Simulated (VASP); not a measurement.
# Sr (Im-3m) in VASP: further runs

Sr is run at these levels: PBE, r2SCAN; tasks: single point.

Everything below comes from runs of VASP 6.6.1. Logs are shortened: lines on timing, memory, paths and dates and some standing lists are left out, and cuts for length are marked.

### Step 1. The cell of the first run

It takes space group Im-3m (No. 229, cubic). The conventional cell has a = 5.037 Å, b = 5.037 Å, c = 5.037 Å, α = 90.00°, β = 90.00°, γ = 90.00°. Within 5.7 Å of Sr (site symmetry m-3m) lie 14 Sr at 4.36 to 5.04 Å.

### Step 2. Single point, PBE

Input file INCAR:

```
PREC = Accurate
ENCUT = 520
EDIFF = 1E-6
ISMEAR = -1
SIGMA = 0.033
LREAL = False
LASPH = True
NELM = 80
ALGO = Fast
ISIF = 2
LWAVE = False
LCHARG = True
GGA = PE
LELF = True
LVHAR = True
NBANDS = 11
```

Input file KPOINTS:

```
Automatic mesh
0
Gamma
  4 4 4
  0.5 0.5 0.5
```

Input file POSCAR:

```
Sr
1.0
   -2.5183596394      2.5183596394      2.5183596394
    2.5183596394     -2.5183596394      2.5183596394
    2.5183596394      2.5183596394     -2.5183596394
Sr
1
Direct
    0.0000000000      0.0000000000      0.0000000000
```

Potentials or basis: VASP PAW PBE potentials, release 64 (Sr_sv).

Run with:

```sh
$ cat potpaw_PBE.64/Sr_sv/POTCAR > POTCAR
$ mpirun -np 1 vasp_std > vasp.out
```

OUTCAR:

```text
PREC = Accurate
   ENCUT = 520
   EDIFF = 1E-6
   ISMEAR = -1
   LREAL = False
   LASPH = True
   NELM = 80
   ISIF = 2
   GGA = PE

 ion  position               nearest neighbor table
   1  0.000  0.000  0.000-

  LATTYP: Found a body centered cubic cell.
 ALAT       =     5.0367192788

  Lattice vectors:

 A1 = (  -2.5183596394,   2.5183596394,   2.5183596394)
 A2 = (   2.5183596394,  -2.5183596394,   2.5183596394)
 A3 = (   2.5183596394,   2.5183596394,  -2.5183596394)

Analysis of symmetry for initial positions (statically):
=====================================================================
 Subroutine PRICEL returns:
 Original cell was already a primitive cell.

 Routine SETGRP: Setting up the symmetry group for a
 body centered cubic supercell.

 Subroutine GETGRP returns: Found 48 space group operations
[... 9 lines left out ...]

 Routine SETGRP: Setting up the symmetry group for a
 body centered cubic supercell.

 Subroutine GETGRP returns: Found 48 space group operations
[... 11 lines left out ...]
                                     Primitive cell

  volume of cell :      63.8871

  direct lattice vectors                    reciprocal lattice vectors
    -2.518359639  2.518359639  2.518359639     0.000000000  0.198541937  0.198541937
     2.518359639 -2.518359639  2.518359639     0.198541937  0.000000000  0.198541937
     2.518359639  2.518359639 -2.518359639     0.198541937  0.198541937  0.000000000

  length of vectors
     4.361926847  4.361926847  4.361926847     0.280780700  0.280780700  0.280780700

  position of ions in fractional coordinates (direct lattice)
     0.000000000  0.000000000  0.000000000

  ion indices of the primitive-cell ions
   primitive index   ion index
                 1           1

----------------------------------------------------------------------------------------

 KPOINTS: Automatic mesh

Automatic generation of k-mesh.
 Grid dimensions read from file:
 generate k-points for:    4    4    4

 Generating k-lattice:

  Cartesian coordinates                     Fractional coordinates (reciprocal lattice)
     0.000000000  0.049635484  0.049635484     0.250000000  0.000000000  0.000000000
     0.049635484  0.000000000  0.049635484     0.000000000  0.250000000  0.000000000
     0.049635484  0.049635484  0.000000000     0.000000000  0.000000000  0.250000000

  Length of vectors
     0.070195175  0.070195175  0.070195175

  Shift w.r.t. Gamma in fractional coordinates (k-lattice)
     0.500000000  0.500000000  0.500000000

 Subroutine IBZKPT returns following result:
 ===========================================

 Found      6 irreducible k-points:

 Following reciprocal coordinates:
            Coordinates               Weight
  0.125000  0.125000  0.125000      8.000000
  0.375000  0.125000  0.125000     12.000000
 -0.125000  0.125000  0.125000      6.000000
 -0.375000  0.375000  0.125000     24.000000
 -0.375000 -0.375000  0.125000      8.000000
 -0.375000  0.375000  0.375000      6.000000
   k-points           NKPTS =      6   k-points in BZ     NKDIM =      6   number of bands    NBANDS=     11
   number of dos      NEDOS =    301   number of ions     NIONS =      1
   total plane-waves  NPLWV =  32768
   dimension x,y,z NGX =    32 NGY =   32 NGZ =   32
   dimension x,y,z NGXF=    64 NGYF=   64 NGZF=   64
   ions per type =               1
   NGX,Y,Z   is equivalent  to a cutoff of  12.20, 12.20, 12.20 a.u.
   NGXF,Y,Z  is equivalent  to a cutoff of  24.39, 24.39, 24.39 a.u.
 SYSTEM =  unknown system
   PREC   = accura    normal or accurate (medium, high low for compatibility)
   ISTART =      0    job   : 0-new  1-cont  2-samecut
   ICHARG =      2    charge: 1-file 2-atom 10-const
   ISPIN  =      1    spin polarized calculation?
   LNONCOLLINEAR =      F non collinear calculations
   LSORBIT =      F    spin-orbit coupling
   LASPH  =      T    aspherical Exc in radial PAW
   ENCUT  =  520.0 eV  38.22 Ry    6.18 a.u.   8.11  8.11  8.11*2*pi/ulx,y,z
   NELM   =     80;   NELMIN=  2; NELMDL= -5     # of ELM steps
   EDIFF  = 0.1E-05   stopping-criterion for ELM
   LREAL  =      F    real-space projection
   EDIFFG = 0.1E-04   stopping-criterion for IOM
   NSW    =      0    number of steps for IOM
   IBRION =     -1    ionic relax: 0-MD 1-quasi-New 2-CG
   NFREE  =      0    steps in history (QN), initial steepest desc. (CG)
   ISIF   =      2    stress and relaxation
   ISYM   =      2    0-nonsym 1-usesym 2-fastsym
   POTIM  = 0.5000    time-step for ionic-motion
   TEBEG  =    0.0;   TEEND  =   0.0 temperature during run
   PSTRESS=    0.0 pullay stress
   NELECT =      10.0000    total number of electrons
   NUPDOWN=      -1.0000    fix difference up-down
   EMIN   =  10.00;   EMAX   =-10.00  energy-range for DOS
   EFERMI =   0.00;   METHOD = LEGACY
   ISMEAR =    -1;   SIGMA  =   0.03  broadening in eV -4-tet -1-fermi 0-gaus
   EFERMI_NEDOS =   21; number of points for ismear=-14 and -15
   IALGO  =     68    algorithm
   IMIX   =      4    mixing-type and parameters
     AMIX     =   0.40;   BMIX     =  1.00
     AMIX_MAG =   1.60;   BMIX_MAG =  1.00
  volume/ion in A,a.u.               =      63.89       431.13
  Fermi-wavevector in a.u.,A,eV,Ry     =   0.882275  1.667257 10.590889  0.778408
  Thomas-Fermi vector in A             =   2.002884
   LORBIT       =      0    0 simple, 1 ext, 2 COOP (PROOUT), +10 PAW based schemes
   GGA     = PE    functional components
   LHFCALC =     F    Hartree Fock is set to
   AEXX    =    0.0000 exact exchange contribution
   IVDW    =     0    specifies the selected vdW correction
   LEPSILON=     F    determine dielectric tensor
   LRPA    =     F    only Hartree local field effects (RPA)
 non-spin polarized calculation
 RMM-DIIS sequential band-by-band and
  energy-cutoff  :      520.00
  volume of cell :       63.89
 maximum number of plane-waves:      1743
   NGX = 17   NGY = 17   NGZ = 17

 number of electron      10.0000000 magnetization

 Free energy of the ion-electron system (eV)
  ---------------------------------------------------
  ext. energy  EPLUGINS =         0.00000000
  ---------------------------------------------------
  free energy    TOTEN  =        -1.54036007 eV

  energy without entropy =       -1.52608413  energy(sigma->0) =       -1.53322210

 E-fermi :   1.1956     XC(G=0):  -6.9138

 val. band max:        1.1928285206   @ k =   0.3750   0.1250   0.1250
 cond. band min:       1.2648793303   @ k =  -0.3750  -0.3750   0.1250
 fundamental gap:      0.0720508097
 Fermi energy:         1.1955961067

 k-point     1 :       0.1250    0.1250    0.1250
  band No.  band energies     occupation
      1     -35.8292      2.00000
      2     -17.8108      2.00000
      3     -17.7498      2.00000
      4     -17.7498      2.00000
      5      -1.0151      2.00000
      6       2.2804      0.00000
      7       2.2804      0.00000
      8       4.5097      0.00000
      9       4.5097      0.00000
     10       4.5875      0.00000
     11       7.1953      0.00000

 k-point     2 :       0.3750    0.1250    0.1250
  band No.  band energies     occupation
      1     -35.8265      2.00000
      2     -17.8326      2.00000
      3     -17.7836      2.00000
      4     -17.7518      2.00000
      5       0.6494      2.00000
      6       1.1928      1.04191
      7       1.9234      0.00000
      8       4.2623      0.00000
      9       4.8707      0.00000
     10       5.0075      0.00000
     11       6.1702      0.00000

 k-point     3 :      -0.1250    0.1250    0.1250
  band No.  band energies     occupation
      1     -35.8319      2.00000
      2     -17.7569      2.00000
      3     -17.7478      2.00000
      4     -17.7478      2.00000
      5      -1.8502      2.00000
      6       3.1153      0.00000
      7       3.1153      0.00000
      8       3.5334      0.00000
      9       3.6354      0.00000
     10       4.7145      0.00000
     11       8.8619      0.00000

 k-point     4 :      -0.3750    0.3750    0.1250
  band No.  band energies     occupation
      1     -35.8269      2.00000
      2     -17.8299      2.00000
      3     -17.7761      2.00000
      4     -17.7487      2.00000
      5      -0.3026      2.00000
      6       1.7285      0.00000
      7       2.5807      0.00000
      8       3.6748      0.00000
      9       4.6868      0.00000
     10       5.0118      0.00000
     11       6.5418      0.00000

 k-point     5 :      -0.3750   -0.3750    0.1250
  band No.  band energies     occupation
      1     -35.8246      2.00000
      2     -17.8198      2.00000
      3     -17.8198      2.00000
      4     -17.7593      2.00000
      5       1.2649      0.21829
      6       1.2649      0.21829
      7       1.5837      0.00002
      8       4.2805      0.00000
      9       4.2805      0.00000
     10       5.0667      0.00000
     11       6.4765      0.00000

 k-point     6 :      -0.3750    0.3750    0.3750
  band No.  band energies     occupation
      1     -35.8226      2.00000
      2     -17.8158      2.00000
      3     -17.8069      2.00000
      4     -17.8069      2.00000
      5       0.7828      1.99999
      6       1.4571      0.00072
      7       3.5124      0.00000
      8       3.5124      0.00000
      9       3.6018      0.00000
     10       5.0687      0.00000
     11       6.7305      0.00000

------------------------ aborting loop because EDIFF is reached ----------------------------------------

  FORCE on cell =-STRESS in cart. coord.  units (eV):
  Direction    XX          YY          ZZ          XY          YZ          ZX
  --------------------------------------------------------------------------------------
  -------------------------------------------------------------------------------------
  Total       -0.5391265     -0.5391265     -0.5391265      0.0000000     -0.0000000     -0.0000000
  in kB      -13.5203526    -13.5203526    -13.5203526      0.0000000     -0.0000000     -0.0000000
  external PRESSURE =     -13.5203526 kB  Pullay stress =       0.0000000 kB

 VOLUME and BASIS-vectors are now :
 -----------------------------------------------------------------------------
  energy-cutoff  :      520.00
  volume of cell :       63.89
      direct lattice vectors                 reciprocal lattice vectors
    -2.518359639  2.518359639  2.518359639     0.000000000  0.198541937  0.198541937
     2.518359639 -2.518359639  2.518359639     0.198541937  0.000000000  0.198541937
     2.518359639  2.518359639 -2.518359639     0.198541937  0.198541937  0.000000000

 POSITION                                       TOTAL-FORCE (eV/Angst)
 -----------------------------------------------------------------------------------
      0.00000      0.00000      0.00000         0.000000     -0.000000      0.000000
 -----------------------------------------------------------------------------------
    total drift:                                0.000000      0.000000     -0.000000

  FREE ENERGIE OF THE ION-ELECTRON SYSTEM (eV)
  ---------------------------------------------------
  free  energy   TOTEN  =        -1.5403600745 eV

  energy  without entropy=       -1.5260841262  energy(sigma->0) =       -1.53322210
```

It took 2.9 s on 1 thread of Intel Xeon 6975P-C (Granite Rapids), shared host; peak memory 0.16 GiB.

What came out:

| Property | Result |
| --- | --- |
| Free energy | -1.5404 eV |
| Pressure | -1.4 GPa |
| Band gap on the k mesh | zero (band 5 reaches 1.26 eV, above the bottom of band 6 at 1.19 eV) |

Caveat: the k points lie up to 0.44 Å⁻¹ apart.

### Step 3. Single point, PBE

This run uses another cell than the first one, of 62.75 Å³/atom, 0.982 times its volume.

Input file INCAR:

```
PREC = Accurate
ENCUT = 520
EDIFF = 1E-7
ISMEAR = 0
SIGMA = 0.1
LREAL = F
LASPH = T
NELM = 80
ALGO = Fast
ISIF = 2
LWAVE = F
LCHARG = T
GGA = PE
LELF = T
LVHAR = T
NBANDS = 11
```

Input file KPOINTS:

```
regular mesh
0
Gamma
  4 4 4
```

Input file POSCAR:

```
Sr
1.0
   -2.5032792800      2.5032792800      2.5032792800
    2.5032792800     -2.5032792800      2.5032792800
    2.5032792800      2.5032792800     -2.5032792800
Sr
1
Direct
    0.0000000000      0.0000000000      0.0000000000
```

Potentials or basis: VASP PAW PBE potentials, release 64 (Sr_sv).

Run with:

```sh
$ cat potpaw_PBE.64/Sr_sv/POTCAR > POTCAR
$ mpirun -np 1 vasp_std > vasp.out
```

Wall time 3.6 s (1 thread of Intel Xeon 6975P-C (Granite Rapids), shared host); peak memory 0.16 GiB.

It converged, with:

```yaml
Free_energy: -1.5872 eV
Pressure: -1.5 GPa
Band_gap_on_the_k_mesh: zero (band 5 reaches 1.48 eV, above the bottom of band 6 at 1.18 eV)
```

Levels at points of the mesh, in eV from the Fermi level:
```
           k point  band 1  band 2  band 3  band 4  band 5  band 6  band 7  band 8  band 9  band 10
(0.00, 0.00, 0.00)  -36.85  -18.75  -18.75  -18.75   -3.41    2.24    2.24    2.24    3.41     3.41
(0.50, 0.00, 0.00)  -36.84  -18.87  -18.79  -18.75   -0.90    0.10    1.23    3.19    3.82     4.85
(0.50, 0.50, 0.50)  -36.83  -18.84  -18.84  -18.84    0.05    0.05    3.16    3.16    3.16     4.52
```

Caveat: the k points lie up to 0.44 Å⁻¹ apart.

### Step 4. Single point, r2SCAN

This run uses another cell than the first one, of 57.04 Å³/atom, 0.893 times its volume.

Input file POSCAR:

```
Sr
1.0
   -2.4250000000      2.4250000000      2.4250000000
    2.4250000000     -2.4250000000      2.4250000000
    2.4250000000      2.4250000000     -2.4250000000
Sr
1
Direct
    0.0000000000      0.0412371134      0.0412371134
```

Input file INCAR.step1:

```
SYSTEM = Sr
PREC = Accurate
ENCUT = 520
ISMEAR = 0
SIGMA = 0.1
LREAL = .FALSE.
LASPH = .TRUE.
NELM = 60
NBANDS = 11
GGA = PE
ALGO = Normal
EDIFF = 1E-4
LWAVE = .TRUE.
LCHARG = .FALSE.
```

Input file INCAR.step2:

```
SYSTEM = Sr
PREC = Accurate
ENCUT = 520
EDIFF = 1E-7
ISMEAR = 0
SIGMA = 0.1
LREAL = .FALSE.
LASPH = .TRUE.
NELM = 60
ALGO = Normal
ISIF = 2
LWAVE = .FALSE.
LCHARG = .TRUE.
METAGGA = R2SCAN
LMIXTAU = .TRUE.
LELF = .TRUE.
LVHAR = .TRUE.
NBANDS = 11
ISTART = 1
```

Input file KPOINTS:

```
regular mesh
0
G
  3 3 3
  0 0 0
```

Run with:

```sh
$ cat potpaw_PBE.64/Sr_sv/POTCAR > POTCAR
$ cp INCAR.step1 INCAR
$ mpirun -np 1 vasp_std > vasp.out
$ cp INCAR.step2 INCAR
$ mpirun -np 1 vasp_std > vasp.out
```

It took 9.1 s on 1 thread of Intel Xeon 6975P-C (Granite Rapids), shared host; peak memory 0.18 GiB.

Results (log left out):

```
Free energy            : -14.9236 eV
Pressure               : 0.3 GPa
Band gap on the k mesh : zero (filled and empty bands touch)
```

Levels at points of the mesh, in eV from the Fermi level:
| k point | band 2 | band 3 | band 4 | band 5 | band 6 | band 7 | band 8 | band 9 |
| --- | --- | --- | --- | --- | --- | --- | --- | --- |
| (0.00, 0.00, 0.00) | -19.60 | -19.60 | -19.60 | -3.96 | 2.48 | 2.48 | 2.48 | 3.79 |

Caveat: the k points lie up to 0.61 Å⁻¹ apart; the PAW data sets were made with another functional, which shifts forces and pressure a little.

### Step 5. Single point, PBE

This run uses another cell than the first one, of 57.04 Å³/atom, 0.893 times its volume.

Input file INCAR:

```
SYSTEM = Sr
  ALGO = Normal
  EDIFF = 1E-6
  ENCUT = 500
  GGA = PE
  GGA_COMPAT = .False.
  ISIF = 2
  ISMEAR = 0
  LASPH = .True.
  LCHARG = .True.
  LELF = .True.
  LREAL = .False.
  LVHAR = .True.
  LWAVE = .False.
  NBANDS = 11
  NELM = 120
  PREC = Accurate
  SIGMA = 0.1
```

Input file KPOINTS:

```
k-points
0
Gamma
  3 3 3
  0 0 0
```

Changes to POSCAR since step 4:

```diff
@@ -8,2 +8,2 @@
 Direct
-    0.0000000000      0.0412371134      0.0412371134
+    0.0000000000      0.0000000000      0.0000000000
```

Run with:

```sh
$ cat potpaw_PBE.64/Sr_sv/POTCAR > POTCAR
$ mpirun -np 1 vasp_std > vasp.out
```

It took 9.7 s on 1 thread of Intel Xeon Platinum 8488C (Sapphire Rapids), shared host; peak memory 0.17 GiB.

Results (log left out):

```
Free energy : -1.4405 eV
Pressure    : -0.1 GPa
```

Levels at points of the mesh, in eV from the Fermi level:
| k point | band 2 | band 3 | band 4 | band 5 | band 6 | band 7 | band 8 | band 9 |
| --- | --- | --- | --- | --- | --- | --- | --- | --- |
| (0.00, 0.00, 0.00) | -18.75 | -18.75 | -18.75 | -3.77 | 2.15 | 2.15 | 2.15 | 3.44 |

Caveat: the k points lie up to 0.61 Å⁻¹ apart.

(Part 1 of 2 ends here.)
